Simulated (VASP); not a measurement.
# SiNi (P2_1/m) in VASP: single point with PBE

Aim: the single point of SiNi with PBE.

All numbers are computed with VASP 6.6.1; they aren't measurements. Logs are shortened: lines on timing, memory, paths and dates and some standing lists are left out, and cuts for length are marked.

**1. The cell of the first run**

It takes space group P2_1/m (No. 11, monoclinic). Conventional cell: a = 5.154 Å, b = 3.375 Å, c = 11.739 Å, α = 90.00°, β = 90.00°, γ = 90.00°. Si (site symmetry m) has 6 Ni at 2.29 to 2.41 Å and 2 Si at 2.67 Å within 3.0 Å. Si (site symmetry m) has 6 Ni at 2.33 to 2.86 Å and 4 Si at 2.89 to 3.18 Å within 3.2 Å. Si (site symmetry m) has 6 Ni at 2.29 to 2.41 Å and 2 Si at 2.67 Å within 3.0 Å. Si (site symmetry m) has 6 Ni at 2.29 to 2.41 Å and 2 Si at 2.67 Å within 3.0 Å. Ni (site symmetry m) has 6 Si at 2.29 to 2.41 Å and 4 Ni at 2.67 to 2.71 Å within 3.0 Å. Within 3.2 Å of Ni (site symmetry m) lie 6 Si at 2.33 to 2.65 Å and 4 Ni at 2.67 to 3.12 Å. Ni (site symmetry m) has 6 Si at 2.29 to 2.86 Å and 4 Ni at 2.67 to 2.71 Å within 3.0 Å. Ni (site symmetry m) has 6 Si at 2.29 to 2.41 Å and 4 Ni at 2.67 to 2.71 Å within 3.0 Å.

**2. Single point, PBE (the distance across one plane changed)**

Contents of INCAR:

```
SYSTEM = SiNi
ALGO     = Fast           ! electronic algorithm
EDIFF    = 1E-7           ! SCF threshold, eV
ENCUT    = 520            ! plane-wave cutoff, eV
GGA      = PE             ! functional
ISIF     = 2              ! what is computed and relaxed
ISMEAR   = 0              ! smearing method
LASPH    = .TRUE.         ! aspherical terms in the spheres
LCHARG   = .FALSE.        ! write CHGCAR
LREAL    = Auto         
LWAVE    = .FALSE.        ! write WAVECAR
NBANDS   = 70             ! bands
NELM     = 100            ! most SCF steps
PREC     = Accurate       ! precision mode
SIGMA    = 0.15           ! smearing width, eV
```

Contents of KPOINTS:

```
k-points
0
G
  8 11 4
  0 0 0
```

Contents of POSCAR:

```
SiNi
1.0
   -5.1540864066      0.0000000000      0.0000000000
    0.0000000000     -3.3754900003      0.0000000000
    0.0000000000      0.0000000000     11.7394279321
Si Ni
8 8
Direct
    0.6787529608      0.2500000000      0.5189528015
    0.6787529608      0.2500000000      0.0402485581
    0.8212470392      0.7500000000      0.7583049232
    0.8212470392      0.7500000000      0.2796006798
    0.1787529608      0.2500000000      0.6778078070
    0.1787529608      0.2500000000      0.1991035636
    0.3212470392      0.7500000000      0.9171599287
    0.3212470392      0.7500000000      0.4384556853
    0.9917824239      0.7500000000      0.5689337383
    0.9917824239      0.7500000000      0.0902294949
    0.5082175761      0.2500000000      0.8082858600
    0.5082175761      0.2500000000      0.3295816166
    0.4917824239      0.7500000000      0.6278268701
    0.4917824239      0.7500000000      0.1491226268
    0.0082175761      0.2500000000      0.8671789918
    0.0082175761      0.2500000000      0.3884747485
```

Potentials or basis: VASP PAW PBE potentials, release 64 (Si, Ni).

Launch:

```console
$ cat potpaw_PBE.64/Si/POTCAR potpaw_PBE.64/Ni/POTCAR > POTCAR
$ mpirun -np 1 vasp_std > vasp.out
```

OUTCAR:

```text
SYSTEM = SiNi
   EDIFF = 1E-7
   ENCUT = 520
   GGA = PE
   ISIF = 2
   ISMEAR = 0
   LASPH = .TRUE.
   LREAL = Auto
   NELM = 100
   PREC = Accurate

 ion  position               nearest neighbor table
   1  0.679  0.250  0.519-  16 2.29  13 2.33  13 2.33  12 2.39   9 2.41   9 2.41   8 2.67   8 2.67

   2  0.679  0.250  0.040-  14 2.33  14 2.33  10 2.41  10 2.41  15 2.65  11 2.86   7 2.89   7 2.89

   3  0.821  0.750  0.758-  13 2.29  15 2.33  15 2.33   9 2.39  11 2.41  11 2.41   5 2.67   5 2.67

   4  0.821  0.750  0.280-  14 2.29  16 2.33  16 2.33  10 2.39  12 2.41  12 2.41   6 2.67   6 2.67

   5  0.179  0.250  0.678-  11 2.29   9 2.33   9 2.33  15 2.39  13 2.41  13 2.41   3 2.67   3 2.67

   6  0.179  0.250  0.199-  12 2.29  10 2.33  10 2.33  16 2.39  14 2.41  14 2.41   4 2.67   4 2.67
[... 9 lines left out ...]
  11  0.508  0.250  0.808-   5 2.29   7 2.33   7 2.33   3 2.41   3 2.41  15 2.67  15 2.67  13 2.71
                            13 2.71   2 2.86
  12  0.508  0.250  0.330-   6 2.29   8 2.33   8 2.33   1 2.39   4 2.41   4 2.41  16 2.67  16 2.67
                            14 2.71  14 2.71
  13  0.492  0.750  0.628-   3 2.29   1 2.33   1 2.33   8 2.39   5 2.41   5 2.41   9 2.67   9 2.67
                            11 2.71  11 2.71
  14  0.492  0.750  0.149-   4 2.29   2 2.33   2 2.33   6 2.41   6 2.41  10 2.67  10 2.67  12 2.71
                            12 2.71   7 2.86
  15  0.008  0.250  0.867-   3 2.33   3 2.33   5 2.39   7 2.41   7 2.41   2 2.65  11 2.67  11 2.67

  16  0.008  0.250  0.388-   1 2.29   4 2.33   4 2.33   6 2.39   8 2.41   8 2.41  12 2.67  12 2.67
                             9 2.71   9 2.71

  LATTYP: Found a simple orthorhombic cell.
 ALAT       =     3.3754900003
 B/A-ratio  =     1.5269150275
 C/A-ratio  =     3.4778440852

  Lattice vectors:

 A1 = (   0.0000000000,   3.3754900003,   0.0000000000)
 A2 = (  -5.1540864066,   0.0000000000,   0.0000000000)
 A3 = (   0.0000000000,   0.0000000000,  11.7394279321)

Analysis of symmetry for initial positions (statically):
=====================================================================
 Subroutine PRICEL returns:
 Original cell was already a primitive cell.

 Routine SETGRP: Setting up the symmetry group for a
 simple orthorhombic supercell.

 Subroutine GETGRP returns: Found  4 space group operations
 (whereof  1 operations were pure point group operations)
 out of a pool of  8 trial point group operations.

The static configuration has the point symmetry C_1 .
 The point group associated with its full space group is C_2h.

Analysis of symmetry for dynamics (positions and initial velocities):
=====================================================================
 Subroutine PRICEL returns:
 Original cell was already a primitive cell.

 Routine SETGRP: Setting up the symmetry group for a
 simple orthorhombic supercell.

 Subroutine GETGRP returns: Found  4 space group operations
 (whereof  1 operations were pure point group operations)
 out of a pool of  8 trial point group operations.

The dynamic configuration has the point symmetry C_1 .
 The point group associated with its full space group is C_2h.

 Subroutine INISYM returns: Found  4 space group operations
 (whereof  1 operations are pure point group operations),
 and found     1 'primitive' translations

----------------------------------------------------------------------------------------

                                     Primitive cell

  volume of cell :     204.2375

  direct lattice vectors                    reciprocal lattice vectors
    -5.154086407  0.000000000  0.000000000    -0.194020806  0.000000000  0.000000000
     0.000000000 -3.375490000  0.000000000     0.000000000 -0.296253285  0.000000000
     0.000000000  0.000000000 11.739427932     0.000000000  0.000000000  0.085183026

  length of vectors
     5.154086407  3.375490000 11.739427932     0.194020806  0.296253285  0.085183026

  position of ions in fractional coordinates (direct lattice)
     0.678752961  0.250000000  0.518952801
     0.678752961  0.250000000  0.040248558
     0.821247039  0.750000000  0.758304923
     0.821247039  0.750000000  0.279600680
     0.178752961  0.250000000  0.677807807
     0.178752961  0.250000000  0.199103564
[... 8 lines left out ...]
     0.008217576  0.250000000  0.867178992
     0.008217576  0.250000000  0.388474749

  ion indices of the primitive-cell ions
   primitive index   ion index
                 1           1
                 2           2
                 3           3
                 4           4
                 5           5
                 6           6
[... 8 lines left out ...]
                15          15
                16          16

----------------------------------------------------------------------------------------

 KPOINTS: k-points

Automatic generation of k-mesh.
 Grid dimensions read from file:
 generate k-points for:    8   11    4

 Generating k-lattice:

  Cartesian coordinates                     Fractional coordinates (reciprocal lattice)
    -0.024252601  0.000000000  0.000000000     0.125000000  0.000000000  0.000000000
     0.000000000 -0.026932117  0.000000000     0.000000000  0.090909091  0.000000000
     0.000000000  0.000000000  0.021295757     0.000000000  0.000000000  0.250000000

  Length of vectors
     0.024252601  0.026932117  0.021295757

  Shift w.r.t. Gamma in fractional coordinates (k-lattice)
     0.000000000  0.000000000  0.000000000

 Subroutine IBZKPT returns following result:
 ===========================================

 Found    108 irreducible k-points:

 Following reciprocal coordinates:
            Coordinates               Weight
  0.000000  0.000000  0.000000      1.000000
  0.125000  0.000000  0.000000      2.000000
  0.250000  0.000000  0.000000      2.000000
  0.375000  0.000000  0.000000      2.000000
  0.500000  0.000000  0.000000      1.000000
  0.000000  0.090909  0.000000      2.000000
[... 16 lines left out ...]
  0.250000  0.363636  0.000000      4.000000
  0.375000  0.363636  0.000000      4.000000
 [... further k-points ...]
   k-points           NKPTS =    108   k-points in BZ     NKDIM =    108   number of bands    NBANDS=     70
   number of dos      NEDOS =    301   number of ions     NIONS =     16
   total plane-waves  NPLWV = 100800
   dimension x,y,z NGX =    40 NGY =   28 NGZ =   90
   dimension x,y,z NGXF=    80 NGYF=   56 NGZF=  180
   ions per type =               8   8
   NGX,Y,Z   is equivalent  to a cutoff of  12.90, 13.79, 12.75 a.u.
   NGXF,Y,Z  is equivalent  to a cutoff of  25.80, 27.58, 25.49 a.u.
 SYSTEM =  SiNi
   PREC   = accura    normal or accurate (medium, high low for compatibility)
   ISTART =      0    job   : 0-new  1-cont  2-samecut
   ICHARG =      2    charge: 1-file 2-atom 10-const
   ISPIN  =      1    spin polarized calculation?
   LNONCOLLINEAR =      F non collinear calculations
   LSORBIT =      F    spin-orbit coupling
   LASPH  =      T    aspherical Exc in radial PAW
   ENCUT  =  520.0 eV  38.22 Ry    6.18 a.u.   9.58  6.28 21.83*2*pi/ulx,y,z
   NELM   =    100;   NELMIN=  2; NELMDL= -5     # of ELM steps
   EDIFF  = 0.1E-06   stopping-criterion for ELM
   LREAL  =      T    real-space projection
   EDIFFG = 0.1E-05   stopping-criterion for IOM
   NSW    =      0    number of steps for IOM
   IBRION =     -1    ionic relax: 0-MD 1-quasi-New 2-CG
   NFREE  =      0    steps in history (QN), initial steepest desc. (CG)
   ISIF   =      2    stress and relaxation
   ISYM   =      2    0-nonsym 1-usesym 2-fastsym
   POTIM  = 0.5000    time-step for ionic-motion
   TEBEG  =    0.0;   TEEND  =   0.0 temperature during run
   PSTRESS=    0.0 pullay stress
   NELECT =     112.0000    total number of electrons
   NUPDOWN=      -1.0000    fix difference up-down
   EMIN   =  10.00;   EMAX   =-10.00  energy-range for DOS
   EFERMI =   0.00;   METHOD = LEGACY
   ISMEAR =     0;   SIGMA  =   0.15  broadening in eV -4-tet -1-fermi 0-gaus
   EFERMI_NEDOS =   21; number of points for ismear=-14 and -15
   IALGO  =     68    algorithm
   IMIX   =      4    mixing-type and parameters
     AMIX     =   0.40;   BMIX     =  1.00
     AMIX_MAG =   1.60;   BMIX_MAG =  1.00
  volume/ion in A,a.u.               =      12.76        86.14
  Fermi-wavevector in a.u.,A,eV,Ry     =   1.339992  2.532219 24.430346  1.795580
  Thomas-Fermi vector in A             =   2.468341
   LORBIT       =      0    0 simple, 1 ext, 2 COOP (PROOUT), +10 PAW based schemes
   GGA     = PE    functional components
   LHFCALC =     F    Hartree Fock is set to
   AEXX    =    0.0000 exact exchange contribution
   IVDW    =     0    specifies the selected vdW correction
   LEPSILON=     F    determine dielectric tensor
   LRPA    =     F    only Hartree local field effects (RPA)
 non-spin polarized calculation
 RMM-DIIS sequential band-by-band and
 Gauss-broadening in eV      SIGMA  =   0.15
  energy-cutoff  :      520.00
  volume of cell :      204.24
 maximum number of plane-waves:      5533
 NGX is ok and might be reduce to    40
   NGX = 19   NGY = 13   NGZ = 43

 number of electron     112.0000008 magnetization

 Free energy of the ion-electron system (eV)
  ---------------------------------------------------
  ext. energy  EPLUGINS =         0.00000000
  ---------------------------------------------------
  free energy    TOTEN  =       -94.20317670 eV

  energy without entropy =      -94.15102019  energy(sigma->0) =      -94.17709844

 E-fermi :   9.6857     XC(G=0): -11.9375

 val. band max:        9.6833446387   @ k =   0.3750   0.0909   0.0000
 cond. band min:       9.6894327758   @ k =   0.2500   0.0000   0.2500
 fundamental gap:      0.0060881371
 Fermi energy:         9.6856854467

 k-point     1 :       0.0000    0.0000    0.0000
  band No.  band energies     occupation
      1      -3.0330      2.00000
      2      -2.1301      2.00000
      3      -1.6122      2.00000
      4       0.3225      2.00000
      5       1.2049      2.00000
      6       2.0785      2.00000
[... 1693 lines left out ...]
     67      12.6547      0.00000
     68      13.4111      0.00000

 [... further k-points ...]

 [bands above 68 left out]

------------------------ aborting loop because EDIFF is reached ----------------------------------------

  FORCE on cell =-STRESS in cart. coord.  units (eV):
  Direction    XX          YY          ZZ          XY          YZ          ZX
  --------------------------------------------------------------------------------------
  -------------------------------------------------------------------------------------
  Total       -2.9789359     -2.8585926     -9.1839941      0.0000000      0.0000000     -0.8956846
  in kB      -23.3687930    -22.4247385    -72.0454775      0.0000000      0.0000000     -7.0263577
  external PRESSURE =     -39.2796697 kB  Pullay stress =       0.0000000 kB

 VOLUME and BASIS-vectors are now :
 -----------------------------------------------------------------------------
  energy-cutoff  :      520.00
  volume of cell :      204.24
      direct lattice vectors                 reciprocal lattice vectors
    -5.154086407  0.000000000  0.000000000    -0.194020806  0.000000000  0.000000000
     0.000000000 -3.375490000  0.000000000     0.000000000 -0.296253285  0.000000000
     0.000000000  0.000000000 11.739427932     0.000000000  0.000000000  0.085183026

 POSITION                                       TOTAL-FORCE (eV/Angst)
 -----------------------------------------------------------------------------------
     -3.49835     -0.84387      6.09221        -0.000747     -0.000000      0.019783
     -3.49835     -0.84387      0.47250        -0.340898     -0.000000     -1.071744
     -4.23278     -2.53162      8.90207         0.082126     -0.000000      0.266693
     -4.23278     -2.53162      3.28235         0.076854     -0.000000     -0.162691
     -0.92131     -0.84387      7.95708        -0.076854     -0.000000      0.162691
     -0.92131     -0.84387      2.33736        -0.082126     -0.000000     -0.266693
[... 8 lines left out ...]
     -0.04235     -0.84387     10.18019         0.227591     -0.000000      0.811856
     -0.04235     -0.84387      4.56047        -0.010928      0.000000     -0.040149
 -----------------------------------------------------------------------------------
    total drift:                               -0.000001      0.000000      0.000190

  FREE ENERGIE OF THE ION-ELECTRON SYSTEM (eV)
  ---------------------------------------------------
  free  energy   TOTEN  =       -94.2031766979 eV

  energy  without entropy=      -94.1510201907  energy(sigma->0) =      -94.17709844
```

It took 77 min on 1 thread of AMD EPYC 9755, shared host; peak memory 0.9 GiB.

What came out:

* Free energy: -94.2032 eV
* Pressure: -3.9 GPa
* Largest force: 1.125 eV/Å
* Band gap on the k mesh: zero (bands 56 and 57 overlap by 1.90 eV)

Forces on the atoms (eV/Å):
```
Si  -0.001  0.000  0.020
Si  -0.341  0.000 -1.072
Si   0.082  0.000  0.267
Si   0.077  0.000 -0.163
Si  -0.077  0.000  0.163
Si  -0.082  0.000 -0.267
Si   0.341  0.000  1.072
Si   0.001  0.000 -0.020
Ni   0.011  0.000  0.040
Ni  -0.228  0.000 -0.812
Ni  -0.068  0.000  0.619
Ni  -0.015  0.000  0.025
Ni   0.015  0.000 -0.025
Ni   0.068  0.000 -0.619
Ni   0.228  0.000  0.812
Ni  -0.011  0.000 -0.040
```

Stress tensor (GPa, compression positive):
```
-2.34  0.00 -0.70
 0.00 -2.24  0.00
-0.70  0.00 -7.20
```

Caveat: the cell differs from its parent crystal (the distance across one plane changed); the cell stands under tension; forces of over 1 eV/Å act on the atoms, so gaps and moduli don't describe the material at rest. Spin polarisation is off, so any magnetic state and its effect on volume and gap are missing.
